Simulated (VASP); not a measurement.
The system is TePb.

```
CELL_PARAMETERS angstrom
0.00000 3.20086 3.26786
3.26786 0.00000 3.26786
3.26786 3.20086 0.00000
ATOMIC_POSITIONS crystal
Te 0.50000 0.50000 0.50000
Pb 0.00000 0.00000 0.00000
```

This cell differs from its parent crystal: uniaxial y strain -2.0%.

Base run:

| Property | Result |
| --- | --- |
| Program | VASP 6.6.1 |
| Functional | r2SCAN |
| Potentials or basis | VASP PAW PBE potentials, release 64 (Te, Pb_d) |
| Cutoff | 520 eV |
| k mesh | 8 × 8 × 8 |
| Occupations | gaussian, width 0.01 eV |
| Spin | no spin polarisation |

Its results: band gap on the k mesh 1.02 eV, direct; pressure 1.0 GPa.

The run is repeated on the same cell with these changes: functional from r2SCAN to PBE; k mesh from 8 × 8 × 8 to 4 × 4 × 4. What comes out?

Band gap on the k mesh 0.74 eV, direct; pressure 1.5 GPa.

Several settings changed at once, so the effect can't be laid on one alone.

Caveats: spin-orbit coupling is left out, which moves the levels of the heavy elements; the PAW data sets were made with another functional, which shifts forces and pressure a little (some runs).

A k mesh can miss the band edges.
